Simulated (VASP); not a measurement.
Wanted: the native input for a VASP 6.6.1 run.

```
Task                   : single point
Functional             : PBEsol
Potentials or basis    : VASP PAW PBE potentials, release 64 (Zn, O)
Cutoff                 : 520 eV
k mesh                 : 9 × 9 × 6
Occupations            : gaussian, width 0.05 eV
Spin                   : no spin polarisation
Dipole correction      : no
Further INCAR settings : ALGO = Normal; EDIFF = 1e-06; NBANDS = 26
```

The structure of ZnO lies in POSCAR:

```
ZnO
1.0
    3.4118686601      0.0000000000      0.0000000000
   -1.7059343300      2.9547649340      0.0000000000
    0.0000000000      0.0000000000      5.3338950000
Zn O
2 2
Direct
    0.3333333333      0.6666666667      0.0000000000
    0.6666666667      0.3333333333      0.5000000000
    0.3333333333      0.6666666667      0.3821000000
    0.6666666667      0.3333333333      0.8821000000
```

This cell differs from its parent crystal: strain +0.050 along x and y, +0.025 along z.

The input as run:

INCAR

```
ALGO = Normal
EDIFF = 1E-6
ENCUT = 520
GGA = PS
ISIF = 2
ISMEAR = 0
LASPH = True
LCHARG = False
LREAL = False
LWAVE = False
NBANDS = 26
NELM = 80
PREC = Accurate
SIGMA = 0.05
```

KPOINTS

```
k-points
0
Gamma
  9 9 6
```

Potentials or basis: VASP PAW PBE potentials, release 64 (Zn, O).

The run is started by

```sh
$ cat potpaw_PBE.64/Zn/POTCAR potpaw_PBE.64/O/POTCAR > POTCAR
$ mpirun -np 1 vasp_std > vasp.out
```

Results of the run:

* Pressure: -13.7 GPa
* Largest force: 0.052 eV/Å
* Band gap on the k mesh: 0.53 eV, direct

Caveat: the cell differs from its parent crystal (strain +0.050 along x and y, +0.025 along z); the PAW data sets were made with another functional, which shifts forces and pressure a little.

Wall time 97 s on 1 thread of Intel(R) Xeon(R) Platinum 8488C (Sapphire Rapids), on a shared host, peak memory 0.2 GiB.
